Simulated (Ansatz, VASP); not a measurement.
## GaSb in VASP and in Ansatz

POSCAR

```
GaSb
1.0
    0.0000000000      2.9739024340      3.1421730518
    2.9739024340      0.0000000000      3.1421730518
    2.9739024340      2.9739024340      0.0000000000
Ga Sb
1 1
Direct
    0.0000000000      0.0000000000      0.0000000000
    0.2500000000      0.2500000000      0.2500000000
```

File INCAR.step1:

```
ALGO     = Normal         # electronic algorithm
EDIFF    = 1E-4           # SCF threshold, eV
ENCUT    = 520            # plane-wave cutoff, eV
GGA      = PE             # functional
GGA_COMPAT= False        
ISMEAR   = -1             # smearing method
LASPH    = True           # aspherical terms in the spheres
LCHARG   = False          # write CHGCAR
LNONCOLLINEAR= True           # non-collinear magnetism
LREAL    = False          # projectors in reciprocal space
LSORBIT  = True           # spin-orbit coupling
LWAVE    = True           # write WAVECAR
MAGMOM   = 0 0 0 0 0 0    # initial moments
NBANDS   = 30             # bands
NELM     = 150            # most SCF steps
PREC     = Accurate       # precision mode
SIGMA    = 0.02           # smearing width, eV
```

INCAR.step2

```
ALGO     = Normal         # electronic algorithm
EDIFF    = 1E-7           # SCF threshold, eV
ENCUT    = 520            # plane-wave cutoff, eV
GGA_COMPAT= False        
ISIF     = 2              # what is computed and relaxed
ISMEAR   = -1             # smearing method
ISTART   = 1            
LASPH    = True           # aspherical terms in the spheres
LCHARG   = False          # write CHGCAR
LMIXTAU  = True         
LNONCOLLINEAR= True           # non-collinear magnetism
LORBIT   = 11             # projections on sites
LORBMOM  = True         
LREAL    = False          # projectors in reciprocal space
LSORBIT  = True           # spin-orbit coupling
LWAVE    = False          # write WAVECAR
MAGMOM   = 0 0 0 0 0 0    # initial moments
METAGGA  = R2SCAN         # meta-GGA
NBANDS   = 30             # bands
NELM     = 150            # most SCF steps
PREC     = Accurate       # precision mode
SIGMA    = 0.02           # smearing width, eV
```

The input KPOINTS:

```
k-points
0
Gamma
  8 8 8
```

Input for Ansatz:

```yaml
crystal:
  lattice:
    - [0.0, 2.973902434, 3.1421730518]
    - [2.973902434, 0.0, 3.1421730518]
    - [2.973902434, 2.973902434, 0.0]
  atoms:
    - { symbol: Ga, position: [0.0, 0.0, 0.0] }
    - { symbol: Sb, position: [0.25, 0.25, 0.25] }
kpoints:
  mp_grid: { grid: [8, 8, 8] }
  band_path:
    path:
      - [0.0, 0.0, 0.0]
      - [-0.5, -0.5, 0.0]
      - [-0.375, -0.375, 0.25]
      - [-0.375, 0.0, 0.375]
      - [0.0, 0.0, 0.5]
      - [-0.5, -0.25, 0.25]
    npoints: 1
hamiltonian:
  xc: r2scan
scf:
  occupations: { method: fermi_dirac, width: 0.02 }
  n_extra_bands: 8
magnetization:
  noncollinear: true
  spin_orbit: true
output:
  forces: true
  stress: true
  eigenvalues: true
```

Change from the starting cell: epitaxial_xy strain -3.0%.

Alike in both runs: task single point; functional r2SCAN; k mesh 8 × 8 × 8; occupations fermi-dirac, width 0.02 eV; non-collinear spin, spin-orbit coupling.

|  | VASP | Ansatz |
| --- | --- | --- |
| version | VASP 6.6.1 | Ansatz 0.2.0 |
| potentials or method | VASP PAW PBE potentials, release 64 (Ga_d, Sb) | plane waves, PAW |
| plane-wave cutoff (eV) | 520 | 500 |
| valence electrons in the cell | 18 | 28 |

|  | VASP | Ansatz | Ansatz less VASP |
| --- | --- | --- | --- |
| pressure (GPa) | 2.2 | 2.1 | -0.15 |
| traceless stress, the component that is largest in VASP (GPa) | -2.04 | -2.04 | -0.001 |
| net moment per atom (μB) | 0.00 | 0.00 | 0.000 |

VASP's potentials were made for PBE, not for r2SCAN. With one functional, cell and mesh, what is left measures potentials, basis and numerics. VASP's potentials hold 18 valence electrons a cell and Ansatz's 28, so a difference there can come from the potentials and not from the codes.
